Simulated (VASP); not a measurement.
Zn: single point with PBE

Crystal: Zn.

```
CELL_PARAMETERS angstrom
-2.55381 2.55381 1.26254
2.55381 -2.55381 1.26254
2.55381 2.55381 -1.26254
ATOMIC_POSITIONS crystal
Zn 0.62500 0.87500 0.75000
Zn 0.37500 0.12500 0.25000
```

This cell differs from its parent crystal: volume scaled by 0.95.

```json
{
 "Program": "VASP 6.6.1",
 "Task": "single point",
 "Functional": "PBE",
 "Potentials or basis": "VASP PAW PBE potentials, release 64 (Zn)",
 "Cutoff": "520 eV",
 "k mesh": "16 × 16 × 16",
 "Occupations": "fermi-dirac, width 0.1 eV",
 "Spin": "no spin polarisation"
}
```

```json
{
 "Pressure": "3.3 GPa",
 "Band gap on the k mesh": "zero (band 12 reaches 6.71 eV, above the bottom of band 13 at -0.55 eV)"
}
```

Stress tensor (GPa, compression positive):
```
3.20 0.00 0.00
0.00 3.20 0.00
0.00 0.00 3.36
```

Levels at points of the mesh, in eV from the Fermi level:
```csv
k point,band 8,band 9,band 10,band 11,band 12,band 13,band 14,band 15,band 16,band 17
"(0.00, 0.00, 0.00)",-7.01,-7.01,-6.91,-6.69,1.27,1.27,2.89,6.18,12.77,12.77
"(0.50, 0.00, 0.00)",-6.99,-6.87,-6.70,-2.09,-1.10,2.50,3.72,4.56,6.72,9.38
"(0.50, 0.50, 0.00)",-7.01,-6.94,-6.94,-6.22,-6.22,4.98,4.98,6.73,6.73,16.29
"(0.50, 0.50, 0.50)",-7.00,-6.99,-6.99,-3.22,-3.22,-3.00,-3.00,14.83,14.83,17.67
```

It took 3.9 min on 1 thread of AMD EPYC 9R45, on a shared host, peak memory 0.26 GiB.
